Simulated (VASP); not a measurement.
Ag5Cl, 6 atoms in the cell. The structure is hexagonal, space group P6/mmm (No. 191). Conventional cell: a = 5.594 Å, b = 5.594 Å, c = 4.708 Å, α = 90.00°, β = 90.00°, γ = 120.00°. Ag (site symmetry mmm) has 8 Ag at 2.80 to 2.85 Å and 4 Cl at 3.66 Å within 3.7 Å. Ag (site symmetry -6m2) has 9 Ag at 2.85 to 3.23 Å and 3 Cl at 3.23 Å within 3.8 Å. Cl (site symmetry 6/mmm) has 18 Ag at 3.23 to 3.66 Å within 4.2 Å. 

* Program: VASP 6.6.1
* Task: single point
* Functional: PBE
* Potentials or basis: VASP PAW PBE potentials, release 64 (Ag, Cl)
* Cutoff: 520 eV
* k mesh: 12 × 12 × 8
* Occupations: gaussian, width 0.1 eV
* Spin: no spin polarisation
* Dipole correction: no
* Further INCAR settings: ALGO = Normal; EDIFF = 1e-06; NBANDS = 40

Potentials or basis: VASP PAW PBE potentials, release 64 (Ag, Cl).

The run is started by

```sh
$ cat potpaw_PBE.64/Ag/POTCAR potpaw_PBE.64/Cl/POTCAR > POTCAR
$ mpirun -np 1 vasp_std > vasp.out
```

Hardware: 1 thread of Intel(R) Xeon(R) 6975P-C (Granite Rapids) (shared host).

Task: Estimate the wall time of this run.

Result: It took 3.2 min on 1 thread of Intel(R) Xeon(R) 6975P-C (Granite Rapids) (shared host), peak memory 0.48 GiB. Counts: scf iterations 14, k points 95.
